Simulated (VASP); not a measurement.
# Al2Cu (P4/mmm) in VASP: further runs

The runs below take Al2Cu through single point, with PBE.

Program: VASP 6.6.1. These are calculated values, not measurements. Logs are shortened: lines on timing, memory, paths and dates and some standing lists are left out, and cuts for length are marked.

## (1) The cell of the first run

The structure is tetragonal, space group P4/mmm (No. 123). Conventional cell: a = 4.121 Å, b = 4.121 Å, c = 3.115 Å, α = 90.00°, β = 90.00°, γ = 90.00°. Al (site symmetry mmm) has 4 Cu at 2.58 Å and 6 Al at 2.91 to 3.12 Å within 3.4 Å. Cu (site symmetry 4/mmm) has 8 Al at 2.58 Å and 2 Cu at 3.12 Å within 3.4 Å.

## (2) Single point, PBE

INCAR reads:

```
PREC = Accurate
ENCUT = 520
EDIFF = 1E-7
ISMEAR = 0
SIGMA = 0.15
LREAL = False
LASPH = True
NELM = 60
ALGO = Fast
ISIF = 2
LWAVE = False
LCHARG = False
GGA = PE
NBANDS = 16
```

KPOINTS reads:

```
Automatic mesh
0
Gamma
  10 10 14
```

POSCAR reads:

```
Al2Cu
1.0
    4.1211626268      0.0000000000      0.0000000000
    0.0000000000      4.1211626268      0.0000000000
    0.0000000000      0.0000000000      3.1155000000
Al Cu
2 1
Direct
    0.5000000000      0.0000000000      0.5000000000
    0.0000000000      0.5000000000      0.5000000000
    0.0000000000      0.0000000000      0.0000000000
```

Potentials or basis: VASP PAW PBE potentials, release 64 (Al, Cu).

Started as:

```console
$ cat potpaw_PBE.64/Al/POTCAR potpaw_PBE.64/Cu/POTCAR > POTCAR
$ mpirun -np 1 vasp_std > vasp.out
```

OUTCAR:

```text
PREC = Accurate
   ENCUT = 520
   EDIFF = 1E-7
   ISMEAR = 0
   LREAL = False
   LASPH = True
   NELM = 60
   ISIF = 2
   GGA = PE

 ion  position               nearest neighbor table
   1  0.500  0.000  0.500-   3 2.58   3 2.58   3 2.58   3 2.58   2 2.91   2 2.91   2 2.91   2 2.91

   2  0.000  0.500  0.500-   3 2.58   3 2.58   3 2.58   3 2.58   1 2.91   1 2.91   1 2.91   1 2.91

   3  0.000  0.000  0.000-   1 2.58   2 2.58   1 2.58   2 2.58   2 2.58   2 2.58   1 2.58   1 2.58

  LATTYP: Found a simple tetragonal cell.
 ALAT       =     4.1211626268
 C/A-ratio  =     0.7559759908

  Lattice vectors:

 A1 = (   4.1211626268,   0.0000000000,   0.0000000000)
 A2 = (   0.0000000000,   4.1211626268,   0.0000000000)
 A3 = (   0.0000000000,   0.0000000000,   3.1155000000)

Analysis of symmetry for initial positions (statically):
=====================================================================
 Subroutine PRICEL returns:
 Original cell was already a primitive cell.

 Routine SETGRP: Setting up the symmetry group for a
 simple tetragonal supercell.

 Subroutine GETGRP returns: Found 16 space group operations
 (whereof 16 operations were pure point group operations)
 out of a pool of 16 trial point group operations.

The static configuration has the point symmetry D_4h.

Analysis of symmetry for dynamics (positions and initial velocities):
=====================================================================
 Subroutine PRICEL returns:
 Original cell was already a primitive cell.

 Routine SETGRP: Setting up the symmetry group for a
 simple tetragonal supercell.

 Subroutine GETGRP returns: Found 16 space group operations
 (whereof 16 operations were pure point group operations)
 out of a pool of 16 trial point group operations.

The dynamic configuration has the point symmetry D_4h.

 Subroutine INISYM returns: Found 16 space group operations
 (whereof 16 operations are pure point group operations),
 and found     1 'primitive' translations

----------------------------------------------------------------------------------------

                                     Primitive cell

  volume of cell :      52.9136

  direct lattice vectors                    reciprocal lattice vectors
     4.121162627  0.000000000  0.000000000     0.242649973  0.000000000  0.000000000
     0.000000000  4.121162627  0.000000000     0.000000000  0.242649973  0.000000000
     0.000000000  0.000000000  3.115500000     0.000000000  0.000000000  0.320975766

  length of vectors
     4.121162627  4.121162627  3.115500000     0.242649973  0.242649973  0.320975766

  position of ions in fractional coordinates (direct lattice)
     0.500000000  0.000000000  0.500000000
     0.000000000  0.500000000  0.500000000
     0.000000000  0.000000000  0.000000000

  ion indices of the primitive-cell ions
   primitive index   ion index
                 1           1
                 2           2
                 3           3

----------------------------------------------------------------------------------------

 KPOINTS: Automatic mesh

Automatic generation of k-mesh.
 Grid dimensions read from file:
 generate k-points for:   10   10   14

 Generating k-lattice:

  Cartesian coordinates                     Fractional coordinates (reciprocal lattice)
     0.024264997  0.000000000  0.000000000     0.100000000  0.000000000  0.000000000
     0.000000000  0.024264997  0.000000000     0.000000000  0.100000000  0.000000000
     0.000000000  0.000000000  0.022926840     0.000000000  0.000000000  0.071428571

  Length of vectors
     0.024264997  0.024264997  0.022926840

  Shift w.r.t. Gamma in fractional coordinates (k-lattice)
     0.000000000  0.000000000  0.000000000

 Subroutine IBZKPT returns following result:
 ===========================================

 Found    168 irreducible k-points:

 Following reciprocal coordinates:
            Coordinates               Weight
  0.000000  0.000000  0.000000      1.000000
  0.100000  0.000000  0.000000      4.000000
  0.200000  0.000000  0.000000      4.000000
  0.300000  0.000000  0.000000      4.000000
  0.400000  0.000000  0.000000      4.000000
  0.500000  0.000000  0.000000      2.000000
[... 16 lines left out ...]
  0.100000  0.000000  0.071429      8.000000
  0.200000  0.000000  0.071429      8.000000
 [... further k-points ...]
   k-points           NKPTS =    168   k-points in BZ     NKDIM =    168   number of bands    NBANDS=     16
   number of dos      NEDOS =    301   number of ions     NIONS =      3
   total plane-waves  NPLWV =  24576
   dimension x,y,z NGX =    32 NGY =   32 NGZ =   24
   dimension x,y,z NGXF=    64 NGYF=   64 NGZF=   48
   ions per type =               2   1
   NGX,Y,Z   is equivalent  to a cutoff of  12.91, 12.91, 12.81 a.u.
   NGXF,Y,Z  is equivalent  to a cutoff of  25.82, 25.82, 25.61 a.u.
 SYSTEM =  unknown system
   PREC   = accura    normal or accurate (medium, high low for compatibility)
   ISTART =      0    job   : 0-new  1-cont  2-samecut
   ICHARG =      2    charge: 1-file 2-atom 10-const
   ISPIN  =      1    spin polarized calculation?
   LNONCOLLINEAR =      F non collinear calculations
   LSORBIT =      F    spin-orbit coupling
   LASPH  =      T    aspherical Exc in radial PAW
   ENCUT  =  520.0 eV  38.22 Ry    6.18 a.u.   7.66  7.66  5.79*2*pi/ulx,y,z
   NELM   =     60;   NELMIN=  2; NELMDL= -5     # of ELM steps
   EDIFF  = 0.1E-06   stopping-criterion for ELM
   LREAL  =      F    real-space projection
   EDIFFG = 0.1E-05   stopping-criterion for IOM
   NSW    =      0    number of steps for IOM
   IBRION =     -1    ionic relax: 0-MD 1-quasi-New 2-CG
   NFREE  =      0    steps in history (QN), initial steepest desc. (CG)
   ISIF   =      2    stress and relaxation
   ISYM   =      2    0-nonsym 1-usesym 2-fastsym
   POTIM  = 0.5000    time-step for ionic-motion
   TEBEG  =    0.0;   TEEND  =   0.0 temperature during run
   PSTRESS=    0.0 pullay stress
   NELECT =      17.0000    total number of electrons
   NUPDOWN=      -1.0000    fix difference up-down
   EMIN   =  10.00;   EMAX   =-10.00  energy-range for DOS
   EFERMI =   0.00;   METHOD = LEGACY
   ISMEAR =     0;   SIGMA  =   0.15  broadening in eV -4-tet -1-fermi 0-gaus
   EFERMI_NEDOS =   21; number of points for ismear=-14 and -15
   IALGO  =     68    algorithm
   IMIX   =      4    mixing-type and parameters
     AMIX     =   0.40;   BMIX     =  1.00
     AMIX_MAG =   1.60;   BMIX_MAG =  1.00
  volume/ion in A,a.u.               =      17.64       119.03
  Fermi-wavevector in a.u.,A,eV,Ry     =   1.121249  2.118853 17.105234  1.257199
  Thomas-Fermi vector in A             =   2.257901
   LORBIT       =      0    0 simple, 1 ext, 2 COOP (PROOUT), +10 PAW based schemes
   GGA     = PE    functional components
   LHFCALC =     F    Hartree Fock is set to
   AEXX    =    0.0000 exact exchange contribution
   IVDW    =     0    specifies the selected vdW correction
   LEPSILON=     F    determine dielectric tensor
   LRPA    =     F    only Hartree local field effects (RPA)
 non-spin polarized calculation
 RMM-DIIS sequential band-by-band and
 Gauss-broadening in eV      SIGMA  =   0.15
  energy-cutoff  :      520.00
  volume of cell :       52.91
 maximum number of plane-waves:      1452
 NGX is ok and might be reduce to    32
   NGX = 15   NGY = 15   NGZ = 11

 number of electron      16.9999979 magnetization

 Free energy of the ion-electron system (eV)
  ---------------------------------------------------
  ext. energy  EPLUGINS =         0.00000000
  ---------------------------------------------------
  free energy    TOTEN  =       -11.18479436 eV

  energy without entropy =      -11.17034364  energy(sigma->0) =      -11.17756900

 E-fermi :   6.1780     XC(G=0): -10.0571

 val. band max:        6.1582281675   @ k =   0.2000   0.2000   0.5000
 cond. band min:       6.1861555178   @ k =   0.1000   0.0000   0.2857
 fundamental gap:      0.0279273502
 Fermi energy:         6.1780013585

 k-point     1 :       0.0000    0.0000    0.0000
  band No.  band energies     occupation
      1      -3.6413      2.00000
      2       1.4833      2.00000
      3       1.9341      2.00000
      4       2.4946      2.00000
      5       2.5284      2.00000
      6       2.5284      2.00000
[... 8 lines left out ...]
     15      13.5707      0.00000
     16      16.7887      0.00000

 k-point     2 :       0.1000    0.0000    0.0000
  band No.  band energies     occupation
      1      -3.5574      2.00000
      2       1.4359      2.00000
      3       1.9166      2.00000
      4       2.4731      2.00000
      5       2.5230      2.00000
      6       2.5290      2.00000
[... 8 lines left out ...]
     15      14.8889      0.00000
     16      16.4976      0.00000

 k-point     3 :       0.2000    0.0000    0.0000
  band No.  band energies     occupation
      1      -3.3088      2.00000
      2       1.1637      2.00000
      3       1.8765      2.00000
      4       2.4222      2.00000
      5       2.5088      2.00000
      6       2.5306      2.00000
[... 8 lines left out ...]
     15      15.7572      0.00000
     16      16.6518      0.00000

 k-point     4 :       0.3000    0.0000    0.0000
  band No.  band energies     occupation
      1      -2.9085      2.00000
      2       0.4754      2.00000
      3       1.8624      2.00000
      4       2.3673      2.00000
      5       2.4915      2.00000
      6       2.5326      2.00000
[... 8 lines left out ...]
     15      14.8641      0.00000
     16      17.2391      0.00000

 k-point     5 :       0.4000    0.0000    0.0000
  band No.  band energies     occupation
      1      -2.4044      2.00000
      2      -0.3465      2.00000
      3       1.8721      2.00000
      4       2.3278      2.00000
      5       2.4777      2.00000
      6       2.4891      2.00000
[... 8 lines left out ...]
     15      14.4437      0.00000
     16      16.4119      0.00000

 k-point     6 :       0.5000    0.0000    0.0000
  band No.  band energies     occupation
      1      -2.0685      2.00000
      2      -0.8054      2.00000
      3       1.8784      2.00000
      4       2.3136      2.00000
      5       2.4694      2.00000
      6       2.4725      2.00000
[... 8 lines left out ...]
     15      14.7304      0.00000
     16      16.2510      0.00000

 k-point     7 :       0.1000    0.1000    0.0000
  band No.  band energies     occupation
      1      -3.4735      2.00000
      2       1.4055      2.00000
      3       1.8930      2.00000
      4       2.4466      2.00000
      5       2.5231      2.00000
      6       2.5241      2.00000
[... 8 lines left out ...]
     15      15.1884      0.00000
     16      16.3333      0.00000

 k-point     8 :       0.2000    0.1000    0.0000
  band No.  band energies     occupation
      1      -3.2248      2.00000
      2       1.1845      2.00000
      3       1.8363      2.00000
      4       2.3852      2.00000
      5       2.5095      2.00000
      6       2.5254      2.00000
[... 8 lines left out ...]
     15      15.7562      0.00000
     16      16.3424      0.00000

 k-point     9 :       0.3000    0.1000    0.0000
  band No.  band energies     occupation
      1      -2.8241      2.00000
      2       0.5344      2.00000
      3       1.8248      2.00000
      4       2.3274      2.00000
      5       2.4924      2.00000
      6       2.5275      2.00000
[... 8 lines left out ...]
     15      14.9162      0.00000
     16      17.2591      0.00000
[... 172 lines left out ...]
 k-point    19 :       0.4000    0.4000    0.0000
  band No.  band energies     occupation
      1      -1.1184      2.00000
      2       0.5020      2.00000
      3       0.8302      2.00000
      4       1.8320      2.00000
      5       2.4680      2.00000
      6       2.4864      2.00000
[... 8 lines left out ...]
     15      15.4074      0.00000
     16      15.4180      0.00000

 k-point    20 :       0.5000    0.4000    0.0000
  band No.  band energies     occupation
      1      -0.7224      2.00000
      2       0.1654      2.00000
      3       0.9279      2.00000
      4       1.6538      2.00000
      5       2.4363      2.00000
      6       2.4820      2.00000
[... 8 lines left out ...]
     15      15.7283      0.00000
     16      16.2664      0.00000

 k-point    21 :       0.5000    0.5000    0.0000
  band No.  band energies     occupation
      1      -0.2429      2.00000
      2       0.3878      2.00000
      3       0.3878      2.00000
      4       1.4455      2.00000
      5       2.4158      2.00000
      6       2.4830      2.00000
[... 8 lines left out ...]
     15      16.3825      0.00000
     16      16.7383      0.00000

 k-point    22 :       0.0000    0.0000    0.0714
  band No.  band energies     occupation
      1      -3.5625      2.00000
      2       1.5081      2.00000
      3       1.9569      2.00000
      4       2.4652      2.00000
      5       2.4652      2.00000
      6       2.5003      2.00000
[... 8 lines left out ...]
     15      13.7406      0.00000
     16      16.1910      0.00000

 k-point    23 :       0.1000    0.0000    0.0714
  band No.  band energies     occupation
      1      -3.4787      2.00000
      2       1.4614      2.00000
      3       1.9402      2.00000
      4       2.4557      2.00000
      5       2.4572      2.00000
      6       2.4903      2.00000
[... 8 lines left out ...]
     15      14.9335      0.00000
     16      15.7547      0.00000

 k-point    24 :       0.2000    0.0000    0.0714
  band No.  band energies     occupation
      1      -3.2305      2.00000
      2       1.1966      2.00000
      3       1.9006      2.00000
      4       2.4207      2.00000
      5       2.4329      2.00000
      6       2.4838      2.00000
[... 8 lines left out ...]
     15      14.8911      0.00000
     16      16.6812      0.00000

 [... further k-points ...]

------------------------ aborting loop because EDIFF is reached ----------------------------------------

  FORCE on cell =-STRESS in cart. coord.  units (eV):
  Direction    XX          YY          ZZ          XY          YZ          ZX
  --------------------------------------------------------------------------------------
  -------------------------------------------------------------------------------------
  Total       -1.2025026     -1.2025026     -2.7641267      0.0000000     -0.0000000      0.0000000
  in kB      -36.4107271    -36.4107271    -83.6953381      0.0000000     -0.0000000      0.0000000
  external PRESSURE =     -52.1722641 kB  Pullay stress =       0.0000000 kB

 VOLUME and BASIS-vectors are now :
 -----------------------------------------------------------------------------
  energy-cutoff  :      520.00
  volume of cell :       52.91
      direct lattice vectors                 reciprocal lattice vectors
     4.121162627  0.000000000  0.000000000     0.242649973  0.000000000  0.000000000
     0.000000000  4.121162627  0.000000000     0.000000000  0.242649973  0.000000000
     0.000000000  0.000000000  3.115500000     0.000000000  0.000000000  0.320975766

 POSITION                                       TOTAL-FORCE (eV/Angst)
 -----------------------------------------------------------------------------------
      2.06058      0.00000      1.55775         0.000000      0.000000      0.000000
      0.00000      2.06058      1.55775         0.000000      0.000000      0.000000
      0.00000      0.00000      0.00000         0.000000      0.000000      0.000000
 -----------------------------------------------------------------------------------
    total drift:                                0.000000     -0.000000      0.000000

  FREE ENERGIE OF THE ION-ELECTRON SYSTEM (eV)
  ---------------------------------------------------
  free  energy   TOTEN  =       -11.1847943618 eV

  energy  without entropy=      -11.1703436376  energy(sigma->0) =      -11.17756900
```

It took 1.8 min on 1 thread of Intel Xeon Platinum 8559C (Emerald Rapids), shared host; peak memory 0.25 GiB.

What came out:

```
Free energy            : -11.1848 eV
Pressure               : -5.2 GPa
Band gap on the k mesh : zero (an odd number of electrons rules out a gap without spin polarisation)
```

Caveat: the cell stands under tension.

## (3) Single point, PBE

This run uses another cell than the first one, of 17.70 Å³/atom.

INCAR reads:

```
PREC = Accurate
ENCUT = 520
EDIFF = 1E-6
ISMEAR = 0
SIGMA = 0.15
LREAL = F
LASPH = T
NELM = 100
ALGO = Fast
ISIF = 2
LWAVE = F
LCHARG = F
GGA = PE
NBANDS = 16
```

KPOINTS is that of step 2.

POSCAR reads:

```
Al2Cu
1.0
    4.4096000000      0.0000000000      0.0000000000
    0.0000000000      4.4096000000      0.0000000000
    0.0000000000      0.0000000000      2.7309000000
Al Cu
2 1
Direct
    0.5000000000      0.0000000000      0.5000000000
    0.0000000000      0.5000000000      0.5000000000
    0.0000000000      0.0000000000      0.0000000000
```

Potentials or basis: VASP PAW PBE potentials, release 64 (Al, Cu).

Started as:

```console
$ cat potpaw_PBE.64/Al/POTCAR potpaw_PBE.64/Cu/POTCAR > POTCAR
$ mpirun -np 1 vasp_std > vasp.out
```

Wall time 85 s (1 thread of Intel Xeon Platinum 8559C (Emerald Rapids), shared host); peak memory 0.26 GiB.

It converged, with:

| Item | Value |
| --- | --- |
| Free energy | -11.1565 eV |
| Pressure | -4.7 GPa |
| Band gap on the k mesh | zero (an odd number of electrons rules out a gap without spin polarisation) |

Stress tensor (GPa, compression positive):
```
-6.86  0.00  0.00
 0.00 -6.86  0.00
 0.00  0.00 -0.36
```

Levels at points of the mesh, in eV from the Fermi level:
```
           k point  band 6  band 7  band 8  band 9  band 10  band 11  band 12  band 13
(0.00, 0.00, 0.00)   -3.56   -2.69   -2.69   -1.21     0.46     4.47     4.47     6.16
(0.50, 0.00, 0.00)   -3.57   -3.56   -1.62    0.56     0.93     0.96     6.92     8.04
(0.50, 0.50, 0.00)   -4.12   -3.57   -3.57   -2.31     7.52     7.55     7.55     7.61
(0.00, 0.00, 0.50)   -3.75   -2.39    1.45    2.73     2.73     2.80     2.80     2.91
(0.50, 0.00, 0.50)   -3.80   -2.71   -1.84   -1.09     3.72     3.87     4.36     4.41
(0.50, 0.50, 0.50)   -2.65   -2.20   -2.20   -0.11     0.13     0.13     0.13     2.68
```

Caveat: the stress differs along the axes, from -7 to -0 GPa.

[end of part 1 of 2]

The gap in the log of VASP goes by the Fermi energy; the results here count the filled bands.